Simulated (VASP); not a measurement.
AlGa3As4:

```
Al Ga As
1.0
     3.89199    0.00000    0.00000
     0.00000    3.89199    0.00000
     0.00000    0.00000   11.00822
Al Ga As
1 3 4
Direct
  0.50000 0.50000 0.00000
  0.00000 0.00000 0.75000
  0.00000 0.00000 0.25000
  0.50000 0.50000 0.50000
  0.50000 0.00000 0.12500
  0.00000 0.50000 0.37500
  0.50000 0.00000 0.62500
  0.00000 0.50000 0.87500
```

```yaml
Program: VASP 6.6.1
Task: relaxation of cell and atoms
Functional: PBE
Potentials_or_basis: VASP PAW PBE potentials, release 64 (Al, Ga_d, As)
Cutoff: 600 eV
k_mesh: 4 × 4 × 2
Occupations: gaussian, width 0.1 eV
Spin: no spin polarisation
```

At the start: pressure 10.9 GPa; volume 20.84 Å³/atom.

Question: How do energy, volume and symmetry change on relaxing?

Answer: Over 6 steps the energy falls by 88.3 meV/atom and the volume is 23.67 Å³/atom (+13.6 %); space group P-4m2 (No. 115, to 0.05 Å).

The path:
```tsv
step	energy change (eV)	largest force (eV/Å)	pressure (GPa)	volume (Å³)
1	0.0000	0.1158	10.93	166.75
2	-0.5401	0.0576	-3.47	203.46
3	-0.7028	0.0708	-0.03	189.88
4	-0.7025	0.0714	0.17	189.39
5	-0.7050	0.0396	0.15	189.38
6	-0.7064	0.0315	0.15	189.35
```

Final structure:
```cif
data_structure
_symmetry_space_group_name_H-M 'P 1'
_symmetry_Int_Tables_number 1
_cell_length_a 4.0811
_cell_length_b 4.0811
_cell_length_c 11.3688
_cell_angle_alpha 90.000
_cell_angle_beta 90.000
_cell_angle_gamma 90.000
_cell_volume 189.35
loop_
_atom_site_label
_atom_site_type_symbol
_atom_site_fract_x
_atom_site_fract_y
_atom_site_fract_z
_atom_site_occupancy
Al1 Al 0.50000 0.50000 0.00000 1
Ga1 Ga 0.00000 0.00000 0.74989 1
Ga2 Ga 0.00000 0.00000 0.25011 1
Ga3 Ga 0.50000 0.50000 0.50000 1
As1 As 0.50000 0.00000 0.12405 1
As2 As 0.00000 0.50000 0.37510 1
As3 As 0.50000 0.00000 0.62490 1
As4 As 0.00000 0.50000 0.87595 1
```
